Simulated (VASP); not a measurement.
**ZrB2: single point with PBE+D3(BJ)**

Crystal: ZrB2.

```
Zr B
1.0
     3.14872    0.00000    0.00000
    -1.57436    2.72688    0.00000
     0.00000    0.00000    3.50929
Zr B
1 2
Cartesian
  0.0000 0.0000 0.0000
  1.5744 0.9090 1.7546
  0.0000 1.8179 1.7546
```

* Program: VASP 6.6.1
* Task: single point
* Functional: PBE
* Dispersion: D3(BJ)
* Potentials or basis: VASP PAW PBE potentials, release 64 (Zr_sv, B)
* Cutoff: 520 eV
* k mesh: 10 × 10 × 8
* Occupations: fermi-dirac, width 0.05 eV
* Spin: no spin polarisation
* Dipole correction: no
* Further INCAR settings: ALGO = Normal; EDIFF = 1e-06; NBANDS = 16

| Quantity | Value |
| --- | --- |
| Pressure | -0.4 GPa |
| Band gap on the k mesh | zero (band 9 reaches 11.34 eV, above the bottom of band 10 at 10.51 eV) |
| Dispersion energy per atom | -0.398 eV |

Stress tensor (GPa, compression positive):
```
-0.80  0.00  0.00
 0.00 -0.80  0.00
 0.00  0.00  0.26
```

Levels at points of the mesh, in eV from the Fermi level:
| k point | band 5 | band 6 | band 7 | band 8 | band 9 | band 10 | band 11 | band 12 | band 13 | band 14 |
| --- | --- | --- | --- | --- | --- | --- | --- | --- | --- | --- |
| (0.00, 0.00, 0.00) | -12.73 | -2.58 | -2.58 | -2.54 | -2.25 | 3.58 | 3.58 | 4.37 | 4.37 | 5.09 |
| (0.50, 0.00, 0.00) | -8.96 | -8.43 | -3.88 | -2.99 | -2.65 | 2.36 | 2.45 | 5.14 | 5.23 | 6.74 |
| (0.00, 0.00, 0.50) | -10.62 | -6.93 | -0.88 | -0.88 | 0.43 | 0.43 | 0.88 | 0.88 | 1.97 | 5.18 |
| (0.50, 0.00, 0.50) | -9.93 | -6.92 | -4.59 | -4.11 | -1.87 | 3.94 | 4.28 | 5.53 | 6.51 | 6.73 |

Wall time 40 s on 1 thread of Intel Xeon 6975P-C, with other jobs on the host, peak memory 0.18 GiB.

Caveat: pairwise dispersion overbinds metals, which lowers pressure and volume.
